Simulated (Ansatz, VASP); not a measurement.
# Cs2Au in VASP and in Ansatz

INCAR

```
PREC = Accurate
ENCUT = 540
EDIFF = 1E-7
ISMEAR = 0
SIGMA = 0.1
LREAL = F
LASPH = T
NELM = 120
ALGO = Normal
ISIF = 3
LWAVE = F
LCHARG = F
GGA = PE
IBRION = 2
NSW = 90
EDIFFG = -0.04
GGA_COMPAT = F
NELMIN = 4
```

KPOINTS

```
regular mesh
0
Gamma
  4 4 4
```

The input POSCAR:

```
Cs2Au
1.0
    0.0000000000      4.0300062500      4.0300062500
    4.0300062500      0.0000000000      4.0300062500
    4.0300062500      4.0300062500      0.0000000000
Cs Au
2 1
Direct
    0.0000000000      0.0000000000      0.0000000000
    0.2500000000      0.2500000000      0.2500000000
    0.7500000000      0.7500000000      0.7500000000
```

Input for Ansatz:

```yaml
crystal:
  lattice:
    - [0.0, 4.03000625, 4.03000625]
    - [4.03000625, 0.0, 4.03000625]
    - [4.03000625, 4.03000625, 0.0]
  atoms:
    - { symbol: Cs, position: [0.0, 0.0, 0.0] }
    - { symbol: Cs, position: [0.25, 0.25, 0.25] }
    - { symbol: Au, position: [0.75, 0.75, 0.75] }
basis:
  ecutwfc: 420
kpoints:
  mp_grid: { grid: [4, 4, 4] }
hamiltonian:
  xc: pbe
scf:
  occupations: { method: gaussian, width: 0.1 }
  lower_state_search: "off"
output:
  forces: true
  stress: true
  eigenvalues: true
relax:
  adjacent_minimum: "off"
  f_tol: 0.04
  max_steps: 70
  cell: { stress_tol: 0.4 }
```

Alike in both runs: task relaxation of cell and atoms; functional PBE; k mesh 4 × 4 × 4; occupations gaussian, width 0.1 eV; no spin polarisation.

```csv
,VASP,Ansatz
version,VASP 6.6.1,Ansatz 0.2.0
potentials or method,"VASP PAW PBE potentials, release 64 (Cs_sv, Au_sv_GW), cutoff 540 eV","scalar-relativistic, plane waves, PAW"
valence electrons in the cell,37,37
```

|  | VASP | Ansatz | Ansatz less VASP |
| --- | --- | --- | --- |
| gap on the k mesh at the Fermi level, each at its own relaxed structure (eV) | none | none | - |
| relaxed volume (Å³/atom) | 52.42 | 51.56 | -0.859 |
| relaxed length of the cell vector where the two differ most in proportion (Å) | 6.059 | 6.025 | -0.0333 |

A gap of «none» marks a metal or a gap that the smearing closes.

Neither program's run includes spin-orbit coupling. Noted on VASP's run: the volume moved by over 15 % at a fixed basis, so the end points are rough.
